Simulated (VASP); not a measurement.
# Ru (Cmce) in VASP: single point with r2SCAN

Aim: the single point of Ru with r2SCAN.

Program: VASP 6.6.1. These are calculated values, not measurements. Logs are shortened: lines on timing, memory, paths and dates and some standing lists are left out, and cuts for length are marked.

## (1) The cell of the first run

The structure is orthorhombic, space group Cmce (No. 64). The conventional cell has a = 4.068 Å, b = 6.894 Å, c = 4.073 Å, α = 90.00°, β = 90.00°, γ = 90.00°. Within 2.9 Å of Ru (site symmetry m) lie 7 Ru at 2.20 to 2.52 Å.

## (2) Single point, r2SCAN

POSCAR

```
Ru
1.0
    2.0338303010     -3.4469651905      0.0000000000
    2.0338303010      3.4469651905      0.0000000000
    0.0000000000      0.0000000000      4.0730712840
Ru
4
Direct
    0.1525000000      0.8475000000      0.0785000000
    0.6525000000      0.3475000000      0.4215000000
    0.8475000000      0.1525000000      0.9215000000
    0.3475000000      0.6525000000      0.5785000000
```

INCAR.step1

```
SYSTEM = Ru
  PREC = Accurate
  ENCUT = 620
  ISMEAR = 0
  SIGMA = 0.1
  LREAL = .FALSE.
  LASPH = .TRUE.
  NELM = 120
  NBANDS = 40
  GGA = PE
  ALGO = Normal
  EDIFF = 1E-5
  LWAVE = .TRUE.
  LCHARG = .FALSE.
  GGA_COMPAT = .FALSE.
```

INCAR.step2

```
SYSTEM = Ru
  PREC = Accurate
  ENCUT = 620
  EDIFF = 1E-6
  ISMEAR = 0
  SIGMA = 0.1
  LREAL = .FALSE.
  LASPH = .TRUE.
  NELM = 120
  ALGO = Normal
  ISIF = 2
  LWAVE = .FALSE.
  LCHARG = .TRUE.
  METAGGA = R2SCAN
  LMIXTAU = .TRUE.
  LELF = .TRUE.
  LVHAR = .TRUE.
  NBANDS = 40
  ISTART = 1
  GGA_COMPAT = .FALSE.
```

KPOINTS

```
regular mesh
0
G
  6 6 4
  0 0 0
```

Potentials or basis: VASP PAW PBE potentials, release 64 (Ru_sv).

On the command line:

```console
> cat potpaw_PBE.64/Ru_sv/POTCAR > POTCAR
> cp INCAR.step1 INCAR
> mpirun -np 1 vasp_std > vasp.out
> cp INCAR.step2 INCAR
> mpirun -np 1 vasp_std > vasp.out
```

OUTCAR:

```text
SYSTEM = Ru
   PREC = Accurate
   ENCUT = 620
   EDIFF = 1E-6
   ISMEAR = 0
   LREAL = .FALSE.
   LASPH = .TRUE.
   NELM = 120
   ISIF = 2
   METAGGA = R2SCAN
   ISTART = 1

 ion  position               nearest neighbor table
   1  0.153  0.847  0.078-   3 2.20   4 2.44   4 2.44   2 2.47   2 2.47   3 2.52   3 2.52
   2  0.653  0.347  0.422-   4 2.20   3 2.44   3 2.44   1 2.47   1 2.47   4 2.52   4 2.52
   3  0.847  0.153  0.922-   1 2.20   2 2.44   2 2.44   4 2.47   4 2.47   1 2.52   1 2.52
   4  0.347  0.653  0.578-   2 2.20   1 2.44   1 2.44   3 2.47   3 2.47   2 2.52   2 2.52

  LATTYP: Found a base centered orthorhombic cell.
 ALAT       =     4.0676606020
 B/A-ratio  =     1.6948145520
 C/A-ratio  =     1.0013301705

  Lattice vectors:

 A1 = (   2.0338303010,  -3.4469651905,   0.0000000000)
 A2 = (   2.0338303010,   3.4469651905,   0.0000000000)
 A3 = (   0.0000000000,   0.0000000000,   4.0730712840)

Analysis of symmetry for initial positions (statically):
=====================================================================
 Subroutine PRICEL returns:
 Original cell was already a primitive cell.

 Routine SETGRP: Setting up the symmetry group for a
 base centered orthorhombic supercell.

 Subroutine GETGRP returns: Found  8 space group operations
 (whereof  4 operations were pure point group operations)
 out of a pool of  8 trial point group operations.

The static configuration has the point symmetry C_2h.
 The point group associated with its full space group is D_2h.

Analysis of symmetry for dynamics (positions and initial velocities):
=====================================================================
 Subroutine PRICEL returns:
 Original cell was already a primitive cell.

 Routine SETGRP: Setting up the symmetry group for a
 base centered orthorhombic supercell.

 Subroutine GETGRP returns: Found  8 space group operations
 (whereof  4 operations were pure point group operations)
 out of a pool of  8 trial point group operations.

The dynamic configuration has the point symmetry C_2h.
 The point group associated with its full space group is D_2h.

 Subroutine INISYM returns: Found  8 space group operations
 (whereof  4 operations are pure point group operations),
 and found     1 'primitive' translations

----------------------------------------------------------------------------------------

                                     Primitive cell

  volume of cell :      57.1089

  direct lattice vectors                    reciprocal lattice vectors
     2.033830301 -3.446965190  0.000000000     0.245841553 -0.145055135  0.000000000
     2.033830301  3.446965190  0.000000000     0.245841553  0.145055135  0.000000000
     0.000000000  0.000000000  4.073071284     0.000000000  0.000000000  0.245514976

  length of vectors
     4.002253705  4.002253705  4.073071284     0.285445374  0.285445374  0.245514976

  position of ions in fractional coordinates (direct lattice)
     0.152500000  0.847500000  0.078500000
     0.652500000  0.347500000  0.421500000
     0.847500000  0.152500000  0.921500000
     0.347500000  0.652500000  0.578500000

  ion indices of the primitive-cell ions
   primitive index   ion index
                 1           1
                 2           2
                 3           3
                 4           4

----------------------------------------------------------------------------------------

 KPOINTS: regular mesh

Automatic generation of k-mesh.
 Grid dimensions read from file:
 generate k-points for:    6    6    4

 Generating k-lattice:

  Cartesian coordinates                     Fractional coordinates (reciprocal lattice)
     0.040973592 -0.024175856  0.000000000     0.166666667  0.000000000  0.000000000
     0.040973592  0.024175856  0.000000000     0.000000000  0.166666667  0.000000000
     0.000000000  0.000000000  0.061378744     0.000000000  0.000000000  0.250000000

  Length of vectors
     0.047574229  0.047574229  0.061378744

  Shift w.r.t. Gamma in fractional coordinates (k-lattice)
     0.000000000  0.000000000  0.000000000

 Subroutine IBZKPT returns following result:
 ===========================================

 Found     39 irreducible k-points:

 Following reciprocal coordinates:
            Coordinates               Weight
  0.000000  0.000000  0.000000      1.000000
  0.166667 -0.000000  0.000000      4.000000
  0.333333  0.000000  0.000000      4.000000
  0.500000  0.000000  0.000000      2.000000
  0.166667  0.166667  0.000000      2.000000
  0.333333  0.166667  0.000000      4.000000
[... 16 lines left out ...]
  0.333333  0.333333  0.250000      4.000000
  0.500000  0.333333  0.250000      8.000000
 [... further k-points ...]
   k-points           NKPTS =     39   k-points in BZ     NKDIM =     39   number of bands    NBANDS=     40
   number of dos      NEDOS =    301   number of ions     NIONS =      4
   total plane-waves  NPLWV =  46656
   dimension x,y,z NGX =    36 NGY =   36 NGZ =   36
   dimension x,y,z NGXF=    72 NGYF=   72 NGZF=   72
   ions per type =               4
   NGX,Y,Z   is equivalent  to a cutoff of  14.95, 14.95, 14.69 a.u.
   NGXF,Y,Z  is equivalent  to a cutoff of  29.91, 29.91, 29.39 a.u.
 SYSTEM =  Ru
   PREC   = accura    normal or accurate (medium, high low for compatibility)
   ISTART =      1    job   : 0-new  1-cont  2-samecut
   ICHARG =      0    charge: 1-file 2-atom 10-const
   ISPIN  =      1    spin polarized calculation?
   LNONCOLLINEAR =      F non collinear calculations
   LSORBIT =      F    spin-orbit coupling
   LASPH  =      T    aspherical Exc in radial PAW
   ENCUT  =  620.0 eV  45.57 Ry    6.75 a.u.   8.13  8.13  8.27*2*pi/ulx,y,z
   NELM   =    120;   NELMIN=  2; NELMDL=  0     # of ELM steps
   EDIFF  = 0.1E-05   stopping-criterion for ELM
   LREAL  =      F    real-space projection
   EDIFFG = 0.1E-04   stopping-criterion for IOM
   NSW    =      0    number of steps for IOM
[... 5 lines left out ...]
   TEBEG  =    0.0;   TEEND  =   0.0 temperature during run
   PSTRESS=    0.0 pullay stress
   NELECT =      64.0000    total number of electrons
   NUPDOWN=      -1.0000    fix difference up-down
   EMIN   =  10.00;   EMAX   =-10.00  energy-range for DOS
   EFERMI =   0.00;   METHOD = LEGACY
   ISMEAR =     0;   SIGMA  =   0.10  broadening in eV -4-tet -1-fermi 0-gaus
   EFERMI_NEDOS =   21; number of points for ismear=-14 and -15
   IALGO  =     38    algorithm
   IMIX   =      4    mixing-type and parameters
     AMIX     =   0.40;   BMIX     =  1.00
     AMIX_MAG =   1.60;   BMIX_MAG =  1.00
  volume/ion in A,a.u.               =      14.28        96.35
  Fermi-wavevector in a.u.,A,eV,Ry     =   1.700462  3.213407 39.342215  2.891571
  Thomas-Fermi vector in A             =   2.780593
   LORBIT       =      0    0 simple, 1 ext, 2 COOP (PROOUT), +10 PAW based schemes
   METAGGA = R2SCAN    functional components
   LHFCALC =     F    Hartree Fock is set to
   AEXX    =    0.0000 exact exchange contribution
   IVDW    =     0    specifies the selected vdW correction
   LEPSILON=     F    determine dielectric tensor
   LRPA    =     F    only Hartree local field effects (RPA)
 non-spin polarized calculation
 Gauss-broadening in eV      SIGMA  =   0.10
  energy-cutoff  :      620.00
  volume of cell :       57.11
 maximum number of plane-waves:      2029
 NGX is ok and might be reduce to    36
   NGX = 17   NGY = 17   NGZ = 17

 number of electron      63.9999994 magnetization

 Free energy of the ion-electron system (eV)
  ---------------------------------------------------
  ext. energy  EPLUGINS =         0.00000000
  ---------------------------------------------------
  free energy    TOTEN  =       -97.91833444 eV

  energy without entropy =      -97.89863245  energy(sigma->0) =      -97.90848345

 E-fermi :  14.2986     XC(G=0): -14.7744

 val. band max:       14.2869973060   @ k =   0.3333   0.3333   0.5000
 cond. band min:      14.3176752183   @ k =   0.3333   0.1667   0.0000
 fundamental gap:      0.0306779122
 Fermi energy:        14.2985562211

 k-point     1 :       0.0000    0.0000    0.0000
  band No.  band energies     occupation
      1     -61.2787      2.00000
      2     -60.9113      2.00000
      3     -60.6777      2.00000
      4     -60.6564      2.00000
      5     -31.4550      2.00000
      6     -31.0491      2.00000
[... 32 lines left out ...]
     39      21.8641      0.00000
     40      23.1947      0.00000

 k-point     2 :       0.1667   -0.0000    0.0000
  band No.  band energies     occupation
      1     -61.2483      2.00000
      2     -60.9208      2.00000
      3     -60.6921      2.00000
      4     -60.6644      2.00000
      5     -31.4350      2.00000
      6     -31.0719      2.00000
[... 32 lines left out ...]
     39      21.1919      0.00000
     40      22.2515      0.00000

 k-point     3 :       0.3333    0.0000    0.0000
  band No.  band energies     occupation
      1     -61.1663      2.00000
      2     -60.9659      2.00000
      3     -60.7120      2.00000
      4     -60.6847      2.00000
      5     -31.3721      2.00000
      6     -31.1541      2.00000
[... 32 lines left out ...]
     39      20.9621      0.00000
     40      22.0969      0.00000

 k-point     4 :       0.5000    0.0000    0.0000
  band No.  band energies     occupation
      1     -61.0587      2.00000
      2     -61.0587      2.00000
      3     -60.7066      2.00000
      4     -60.7066      2.00000
      5     -31.2693      2.00000
      6     -31.2693      2.00000
[... 32 lines left out ...]
     39      22.1386      0.00000
     40      22.1386      0.00000
[... 772 lines left out ...]
     39      21.3798      0.00000
     40      23.0749      0.00000

 k-point    23 :       0.3333    0.3333    0.2500
  band No.  band energies     occupation
      1     -61.0375      2.00000
      2     -60.9616      2.00000
      3     -60.8670      2.00000
      4     -60.6668      2.00000
      5     -31.3548      2.00000
      6     -31.2820      2.00000
[... 32 lines left out ...]
     39      17.7095      0.00000
     40      21.0085      0.00000

 k-point    24 :       0.5000    0.3333    0.2500
  band No.  band energies     occupation
      1     -61.0336      2.00000
      2     -60.9823      2.00000
      3     -60.8527      2.00000
      4     -60.6643      2.00000
      5     -31.2768      2.00000
      6     -31.2676      2.00000
[... 32 lines left out ...]
     39      19.1004      0.00000
     40      20.4284      0.00000

 [... further k-points ...]

------------------------ aborting loop because EDIFF is reached ----------------------------------------

  FORCE on cell =-STRESS in cart. coord.  units (eV):
  Direction    XX          YY          ZZ          XY          YZ          ZX
  --------------------------------------------------------------------------------------
  -------------------------------------------------------------------------------------
  Total       14.4192076     15.3509232     14.9267958      0.0000000      0.0000000      0.0000000
  in kB      404.5277882    430.6668700    418.7680666      0.0000000      0.0000000      0.0000000
  external PRESSURE =     417.9875749 kB  Pullay stress =       0.0000000 kB

 VOLUME and BASIS-vectors are now :
 -----------------------------------------------------------------------------
  energy-cutoff  :      620.00
  volume of cell :       57.11
      direct lattice vectors                 reciprocal lattice vectors
     2.033830301 -3.446965190  0.000000000     0.245841553 -0.145055135  0.000000000
     2.033830301  3.446965190  0.000000000     0.245841553  0.145055135  0.000000000
     0.000000000  0.000000000  4.073071284     0.000000000  0.000000000  0.245514976

 POSITION                                       TOTAL-FORCE (eV/Angst)
 -----------------------------------------------------------------------------------
      2.03383      2.39564      0.31974         0.000000      0.421688     -0.852155
      2.03383     -1.05132      1.71680         0.000000      0.421688      0.852155
      2.03383     -2.39564      3.75334         0.000000     -0.421688      0.852155
      2.03383      1.05132      2.35627         0.000000     -0.421688     -0.852155
 -----------------------------------------------------------------------------------
    total drift:                                0.000000      0.000000     -0.000000

  FREE ENERGIE OF THE ION-ELECTRON SYSTEM (eV)
  ---------------------------------------------------
  free  energy   TOTEN  =       -97.9183344442 eV

  energy  without entropy=      -97.8986324474  energy(sigma->0) =      -97.90848345
```

Wall time 5.4 min (1 thread of Intel Xeon Platinum 8259CL at 2.50GHz (Skylake/Cascade Lake), shared host); peak memory 0.25 GiB.

What came out:

```
Free energy            : -97.9183 eV
Pressure               : 41.8 GPa
Largest force          : 0.951 eV/Å
Band gap on the k mesh : zero (bands 32 and 33 overlap by 0.58 eV)
```

Forces in eV/Å, atoms in the order of the input:
```
Ru   0.000  0.422 -0.852
Ru   0.000  0.422  0.852
Ru   0.000 -0.422  0.852
Ru   0.000 -0.422 -0.852
```

Caveat: the k points lie up to 0.39 Å⁻¹ apart, too coarse for converged energies and pressures of a metal; the PAW data sets were made with another functional, which shifts forces and pressure a little.

The gap in the log of VASP goes by the Fermi energy; the results here count the filled bands.